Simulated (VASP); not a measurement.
# Si (a cell with a defect) in VASP: further runs

The runs below take Si (a cell with a defect) through single point, with PBEsol.

All numbers are computed with VASP 6.6.1; they aren't measurements. Logs are shortened: lines on timing, memory, paths and dates and some standing lists are left out, and cuts for length are marked.

## (1) The cell of the first run

The cell holds a defect, 17 atoms: a = 7.679 Å, b = 7.679 Å, c = 7.679 Å, α = 60.00°, β = 60.00°, γ = 60.00°.

## (2) Single point, PBEsol

Input file INCAR:

```
ALGO = Normal
EDIFF = 1E-6
ENCUT = 520
GGA = PS
ISIF = 2
ISMEAR = 0
LASPH = True
LCHARG = False
LREAL = Auto
LWAVE = False
NBANDS = 48
NELM = 100
PREC = Accurate
SIGMA = 0.02
```

Input file KPOINTS:

```
k-points
0
Gamma
  2 2 2
```

Input file POSCAR:

```
Si
1.0
    0.0000000000      5.4300000000      5.4300000000
    5.4300000000      0.0000000000      5.4300000000
    5.4300000000      5.4300000000      0.0000000000
Si
17
Direct
   -0.0242933702      0.0080510129      0.0082307551
    0.1196273481      0.1213601289      0.1216196133
    0.0058552486     -0.0209589319      0.5075057090
    0.1194195212      0.1215482505      0.6375668508
    0.0060662063      0.5072441068     -0.0206306630
    0.1195440147      0.6374149171      0.1216917127
    0.0057197053      0.5076817680      0.5076659300
    0.1658735727      0.6113011971      0.6116308471
    0.4915245856      0.0009805709      0.0012673112
    0.6019954880      0.1326286372      0.1327490792
    0.4912850829      0.0012318600      0.5063475138
    0.6270685083      0.1145904236      0.6292051565
    0.4914303867      0.5062289134      0.0013618785
    0.6272966851      0.6289220994      0.1148383057
    0.5370658379      0.4875781768      0.4878682320
    0.6269237569      0.6292298343      0.6293198895
    0.9271871087      0.3575160221      0.3579366483
```

Potentials or basis: VASP PAW PBE potentials, release 64 (Si).

The run is started by

```
cat potpaw_PBE.64/Si/POTCAR > POTCAR
mpirun -np 1 vasp_std > vasp.out
```

OUTCAR:

```text
EDIFF = 1E-6
   ENCUT = 520
   GGA = PS
   ISIF = 2
   ISMEAR = 0
   LASPH = True
   LREAL = Auto
   NELM = 100
   PREC = Accurate

 ion  position               nearest neighbor table
   1  0.976  0.008  0.008-   2 2.33   6 2.33   4 2.33  10 2.34
   2  0.120  0.121  0.122-   1 2.33   9 2.33   3 2.42   5 2.42  17 2.59
   3  0.006  0.979  0.508-   8 2.32  12 2.38  17 2.39   2 2.42   4 2.42
   4  0.119  0.122  0.638-   1 2.33  11 2.33   7 2.42   3 2.42  17 2.58
   5  0.006  0.507  0.979-   8 2.32  14 2.38  17 2.39   2 2.42   6 2.42
   6  0.120  0.637  0.122-   1 2.33  13 2.33   7 2.42   5 2.42  17 2.59
   7  0.006  0.508  0.508-   8 2.32  16 2.38  17 2.39   6 2.42   4 2.42
   8  0.166  0.611  0.612-   5 2.32   3 2.32   7 2.32  15 2.33
   9  0.492  0.001  0.001-   2 2.33  12 2.33  14 2.33  10 2.34
  10  0.602  0.133  0.133-   1 2.34  11 2.34  13 2.34   9 2.34
  11  0.491  0.001  0.506-   4 2.33  16 2.33  12 2.33  10 2.34
  12  0.627  0.115  0.629-  11 2.33   9 2.33  15 2.35   3 2.38  17 2.96
  13  0.491  0.506  0.001-   6 2.33  16 2.33  14 2.33  10 2.34
  14  0.627  0.629  0.115-  13 2.33   9 2.33  15 2.35   5 2.38  17 2.96
  15  0.537  0.488  0.488-   8 2.33  16 2.35  12 2.35  14 2.35  17 2.45
  16  0.627  0.629  0.629-  11 2.33  13 2.33  15 2.35   7 2.38  17 2.96
  17  0.927  0.358  0.358-   7 2.39   3 2.39   5 2.39  15 2.45   4 2.58   6 2.59   2 2.59  14 2.96
                            12 2.96  16 2.96

  LATTYP: Found a face centered cubic cell.
 ALAT       =    10.8600000000

  Lattice vectors:

 A1 = (   0.0000000000,   5.4300000000,   5.4300000000)
 A2 = (   5.4300000000,   0.0000000000,   5.4300000000)
 A3 = (   5.4300000000,   5.4300000000,   0.0000000000)

Analysis of symmetry for initial positions (statically):
=====================================================================
 Subroutine PRICEL returns:
 Original cell was already a primitive cell.

 Routine SETGRP: Setting up the symmetry group for a
 face centered cubic supercell.

 Subroutine GETGRP returns: Found  1 space group operations
 (whereof  1 operations were pure point group operations)
 out of a pool of 48 trial point group operations.

The static configuration has the point symmetry C_1 .

Analysis of symmetry for dynamics (positions and initial velocities):
=====================================================================
 Subroutine PRICEL returns:
 Original cell was already a primitive cell.

[... 125 lines left out ...]
   NFREE  =      0    steps in history (QN), initial steepest desc. (CG)
   ISIF   =      2    stress and relaxation
   ISYM   =      2    0-nonsym 1-usesym 2-fastsym
   POTIM  = 0.5000    time-step for ionic-motion
   TEBEG  =    0.0;   TEEND  =   0.0 temperature during run
   PSTRESS=    0.0 pullay stress
   NELECT =      68.0000    total number of electrons
   NUPDOWN=      -1.0000    fix difference up-down
   EMIN   =  10.00;   EMAX   =-10.00  energy-range for DOS
   EFERMI =   0.00;   METHOD = LEGACY
   ISMEAR =     0;   SIGMA  =   0.02  broadening in eV -4-tet -1-fermi 0-gaus
   EFERMI_NEDOS =   21; number of points for ismear=-14 and -15
   IALGO  =     38    algorithm
   IMIX   =      4    mixing-type and parameters
     AMIX     =   0.40;   BMIX     =  1.00
     AMIX_MAG =   1.60;   BMIX_MAG =  1.00
  volume/ion in A,a.u.               =      18.84       127.11
  Fermi-wavevector in a.u.,A,eV,Ry     =   0.976715  1.845724 12.979587  0.953973
  Thomas-Fermi vector in A             =   2.107356
   LORBIT       =      0    0 simple, 1 ext, 2 COOP (PROOUT), +10 PAW based schemes
   GGA     = PS    functional components
   LHFCALC =     F    Hartree Fock is set to
   AEXX    =    0.0000 exact exchange contribution
   IVDW    =     0    specifies the selected vdW correction
   LEPSILON=     F    determine dielectric tensor
   LRPA    =     F    only Hartree local field effects (RPA)
 non-spin polarized calculation
 Gauss-broadening in eV      SIGMA  =   0.02
  energy-cutoff  :      520.00
  volume of cell :      320.21
 maximum number of plane-waves:      8646
 NGX is ok and might be reduce to    60
   NGX = 29   NGY = 29   NGZ = 29

 number of electron      68.0000000 magnetization

 Free energy of the ion-electron system (eV)
  ---------------------------------------------------
  ext. energy  EPLUGINS =         0.00000000
  ---------------------------------------------------
  free energy    TOTEN  =       -93.81068484 eV

  energy without entropy =      -93.80682985  energy(sigma->0) =      -93.80875734

 E-fermi :   6.7779     XC(G=0):  -9.8124

 val. band max:        6.6406580009   @ k =   0.0000   0.0000   0.0000
 cond. band min:       6.7834797125   @ k =   0.0000   0.5000   0.5000
 fundamental gap:      0.1428217116
 Fermi energy:         6.7778689977

 k-point     1 :       0.0000    0.0000    0.0000
  band No.  band energies     occupation
      1      -6.3647      2.00000
      2      -3.8717      2.00000
      3      -3.6834      2.00000
      4      -3.6832      2.00000
      5      -3.5795      2.00000
      6      -2.8154      2.00000
[... 381 lines left out ...]
     45      10.0371      0.00000
     46      10.2287      0.00000
 [bands above 46 left out]

------------------------ aborting loop because EDIFF is reached ----------------------------------------

  FORCE on cell =-STRESS in cart. coord.  units (eV):
  Direction    XX          YY          ZZ          XY          YZ          ZX
  --------------------------------------------------------------------------------------
  -------------------------------------------------------------------------------------
  Total        6.3205617      6.3688577      6.3382200      0.4977165     -0.4960244      0.5005657
  in kB       31.6254545     31.8671072     31.7138088      2.4903659     -2.4818991      2.5046221
  external PRESSURE =      31.7354568 kB  Pullay stress =       0.0000000 kB

 VOLUME and BASIS-vectors are now :
 -----------------------------------------------------------------------------
  energy-cutoff  :      520.00
  volume of cell :      320.21
      direct lattice vectors                 reciprocal lattice vectors
     0.000000000  5.430000000  5.430000000    -0.092081031  0.092081031  0.092081031
     5.430000000  0.000000000  5.430000000     0.092081031 -0.092081031  0.092081031
     5.430000000  5.430000000  0.000000000     0.092081031  0.092081031 -0.092081031

 POSITION                                       TOTAL-FORCE (eV/Angst)
 -----------------------------------------------------------------------------------
      0.08841      5.34278      5.34180        -0.041401      0.039631      0.040919
      1.31938      1.30997      1.30856        -0.022839      0.024921      0.025007
      8.07195      2.78755      5.34799         0.018545     -0.016049      0.089846
      4.12200      4.11044      1.30846        -0.024493      0.022973      0.024108
      8.07231      5.35092      2.78728         0.017871      0.090087     -0.017270
      4.12195      1.30991      4.11029        -0.025053      0.024817      0.023175
[... 9 lines left out ...]
      6.83393      6.82140      6.82091        -0.031716     -0.003483     -0.003710
      3.88491      6.97822      6.97594         0.151065     -0.152615     -0.151222
 -----------------------------------------------------------------------------------
    total drift:                                0.008754     -0.007998     -0.008413

  FREE ENERGIE OF THE ION-ELECTRON SYSTEM (eV)
  ---------------------------------------------------
  free  energy   TOTEN  =       -93.8106848386 eV

  energy  without entropy=      -93.8068298503  energy(sigma->0) =      -93.80875734
```

OSZICAR:

```text
N       E                     dE             d eps       ncg     rms          rms(c)
DAV:   1     0.157030151879E+03    0.15703E+03   -0.26090E+04   768   0.117E+03
DAV:   2    -0.803753151997E+02   -0.23741E+03   -0.22421E+03   920   0.170E+02
DAV:   3    -0.953880227610E+02   -0.15013E+02   -0.14670E+02  1000   0.375E+01
DAV:   4    -0.957124096971E+02   -0.32439E+00   -0.32293E+00   944   0.678E+00
DAV:   5    -0.957202781398E+02   -0.78684E-02   -0.78638E-02   960   0.100E+00    0.148E+01
DAV:   6    -0.943628543024E+02    0.13574E+01   -0.97677E-01   896   0.291E+00    0.888E+00
DAV:   7    -0.938076117753E+02    0.55524E+00   -0.13052E+00   904   0.328E+00    0.804E-01
DAV:   8    -0.938106342330E+02   -0.30225E-02   -0.69492E-02   888   0.961E-01    0.448E-01
DAV:   9    -0.938103888702E+02    0.24536E-03   -0.48600E-03   936   0.238E-01    0.203E-01
DAV:  10    -0.938106187704E+02   -0.22990E-03   -0.56857E-04   888   0.821E-02    0.842E-02
DAV:  11    -0.938106811633E+02   -0.62393E-04   -0.89082E-05   920   0.366E-02    0.224E-02
DAV:  12    -0.938106842139E+02   -0.30507E-05   -0.68720E-06   944   0.968E-03    0.747E-03
DAV:  13    -0.938106848386E+02   -0.62465E-06   -0.16376E-06   640   0.471E-03
   1 F= -.93810685E+02 E0= -.93808757E+02  d E =-.385499E-02
```

stdout:

```text
POSCAR found type information on POSCAR Si
 POSCAR found :  1 types and      17 ions
 scaLAPACK will be used
 -----------------------------------------------------------------------------
|                                                                             |
|                                                                             |
|     You enforced a specific xc type in the INCAR file but a different       |
|     I HOPE YOU KNOW WHAT YOU ARE DOING!                                     |
|                                                                             |
 -----------------------------------------------------------------------------

 LDA part: xc-table for (Slater+PW92), standard interpolation
 POSCAR, INCAR and KPOINTS ok, starting setup
 FFT: planning ... GRIDC
 FFT: planning ... GRID_SOFT
 FFT: planning ... GRID
 WAVECAR not read
 entering main loop
```

Wall time 7.2 min (1 thread of Intel Xeon 8259CL, shared host); peak memory 0.46 GiB.

What came out:

```
Free energy            : -93.8107 eV
Pressure               : 3.2 GPa
Largest force          : 0.263 eV/Å
Band gap on the k mesh : zero (bands 34 and 35 overlap by 0.14 eV)
```

Forces on the atoms (eV/Å):
```
Si  -0.041  0.040  0.041
Si  -0.023  0.025  0.025
Si   0.019 -0.016  0.090
Si  -0.024  0.023  0.024
Si   0.018  0.090 -0.017
Si  -0.025  0.025  0.023
Si  -0.090 -0.016 -0.018
Si   0.061 -0.062 -0.061
Si  -0.027  0.022  0.023
Si  -0.038  0.039  0.039
Si  -0.023  0.027  0.023
Si   0.004 -0.004  0.032
Si  -0.023  0.023  0.027
Si   0.004  0.031 -0.004
Si   0.090 -0.090 -0.090
Si  -0.032 -0.003 -0.004
Si   0.151 -0.153 -0.151
```

Stress tensor (GPa, compression positive):
```
 3.16  0.25  0.25
 0.25  3.19 -0.25
 0.25 -0.25  3.17
```

Caveat: the k points lie up to 0.50 Å⁻¹ apart; the PAW data sets were made with another functional, which shifts forces and pressure a little.

## (3) Single point, PBEsol

Input file INCAR:

```
PREC = Accurate
ENCUT = 520
EDIFF = 1E-6
ISMEAR = 0
SIGMA = 0.02
LREAL = Auto
LASPH = T
NELM = 100
ALGO = Normal
ISIF = 2
LWAVE = F
LCHARG = F
GGA = PS
NBANDS = 48
```

Input file KPOINTS:

```
Automatic mesh
0
Gamma
  2 2 2
```

Input file POSCAR:

```
Si
1.0
    0.0000000000      5.4300000000      5.4300000000
    5.4300000000      0.0000000000      5.4300000000
    5.4300000000      5.4300000000      0.0000000000
Si
17
Direct
   -0.0374539595      0.0124261510      0.0125721915
    0.1130681400      0.1241478821      0.1243591160
    0.0023856354     -0.0393736648      0.5183320442
    0.1129049724      0.1242817680      0.6385421731
    0.0025315838      0.5181645488     -0.0390595764
    0.1129977901      0.6383948435      0.1244145488
    0.0022872928      0.5186370166      0.5185117864
    0.1950070902      0.6015860958      0.6018479742
    0.4856899632      0.0031422652      0.0034339779
    0.5895363720      0.1367663904      0.1368638122
    0.4854771639      0.0034270718      0.5077257827
    0.6279059853      0.1077417127      0.6321800184
    0.4856009208      0.5076530387      0.0035475138
    0.6280380295      0.6319100368      0.1080639963
    0.5770416206      0.4742373849      0.4745454880
    0.6278133517      0.6322142726      0.6322999079
    0.9926761510      0.3356748619      0.3361039595
```

Potentials or basis: VASP PAW PBE potentials, release 64 (Si).

The run is started by

```
cat potpaw_PBE.64/Si/POTCAR > POTCAR
mpirun -np 1 vasp_std > vasp.out
```

OUTCAR:

```text
PREC = Accurate
   ENCUT = 520
   EDIFF = 1E-6
   ISMEAR = 0
   LREAL = Auto
   LASPH = T
   NELM = 100
   ISIF = 2
   GGA = PS

 ion  position               nearest neighbor table
   1  0.963  0.012  0.013-  10 2.34   4 2.35   6 2.35   2 2.35
   2  0.113  0.124  0.124-   9 2.34   1 2.35  17 2.40   3 2.48   5 2.48
   3  0.002  0.961  0.518-   8 2.30  12 2.35  17 2.47   2 2.48   4 2.48
   4  0.113  0.124  0.639-  11 2.34   1 2.35  17 2.40   7 2.48   3 2.48
   5  0.003  0.518  0.961-   8 2.30  14 2.35  17 2.47   2 2.48   6 2.48
   6  0.113  0.638  0.124-  13 2.34   1 2.35  17 2.40   7 2.48   5 2.48
[... 615 lines left out ...]
  Total        4.7651692      4.8347245      4.7903446      1.0536520     -1.0654532      1.0325549
  in kB       23.8429188     24.1909446     23.9688863      5.2720350     -5.3310833      5.1664738
  external PRESSURE =      24.0009166 kB  Pullay stress =       0.0000000 kB

 VOLUME and BASIS-vectors are now :
 -----------------------------------------------------------------------------
  energy-cutoff  :      520.00
  volume of cell :      320.21
      direct lattice vectors                 reciprocal lattice vectors
     0.000000000  5.430000000  5.430000000    -0.092081031  0.092081031  0.092081031
     5.430000000  0.000000000  5.430000000     0.092081031 -0.092081031  0.092081031
     5.430000000  5.430000000  0.000000000     0.092081031  0.092081031 -0.092081031

 POSITION                                       TOTAL-FORCE (eV/Angst)
 -----------------------------------------------------------------------------------
      0.13574      5.29489      5.29410        -0.010047      0.008955      0.009858
      1.34939      1.28923      1.28808         0.012524      0.005253      0.007772
      8.03074      2.82750      5.22916        -0.003750      0.010409     -0.012049
      4.14213      4.08036      1.28792        -0.005299     -0.007349      0.004008
      8.03154      5.23165      2.82738        -0.005069     -0.013069      0.007793
      4.14206      1.28915      4.08006        -0.007681      0.004225     -0.010850
[... 9 lines left out ...]
      6.86631      6.84241      6.84195         0.004174     -0.000740     -0.001236
      3.64776      7.21528      7.21295         0.028054     -0.034454     -0.030496
 -----------------------------------------------------------------------------------
    total drift:                                0.002152     -0.001317     -0.000437

  FREE ENERGIE OF THE ION-ELECTRON SYSTEM (eV)
  ---------------------------------------------------
  free  energy   TOTEN  =       -93.6633867515 eV

  energy  without entropy=      -93.6595301750  energy(sigma->0) =      -93.66145846
```

It took 7 min on 1 thread of Intel Xeon 8259CL, shared host; peak memory 0.47 GiB.

Results:

```yaml
Free_energy: -93.6634 eV
Pressure: 2.4 GPa
Largest_force: 0.054 eV/Å
Band_gap_on_the_k_mesh: zero (bands 34 and 35 overlap by 0.07 eV)
```

Forces in eV/Å, atoms in the order of the input:
```
Si  -0.010  0.009  0.010
Si   0.013  0.005  0.008
Si  -0.004  0.010 -0.012
Si  -0.005 -0.007  0.004
Si  -0.005 -0.013  0.008
Si  -0.008  0.004 -0.011
Si   0.011  0.009  0.005
Si  -0.008  0.008  0.009
Si   0.010  0.002  0.003
Si  -0.016  0.015  0.016
Si  -0.003 -0.008  0.002
Si   0.001  0.000 -0.005
Si  -0.004  0.002 -0.010
Si  -0.001 -0.006  0.001
Si  -0.003  0.004  0.003
Si   0.004 -0.001 -0.001
Si   0.028 -0.034 -0.030
```

Caveat: the k points lie up to 0.50 Å⁻¹ apart; the PAW data sets were made with another functional, which shifts forces and pressure a little.

[end of part 1 of 2]

The gap in the log of VASP goes by the Fermi energy; the results here count the filled bands.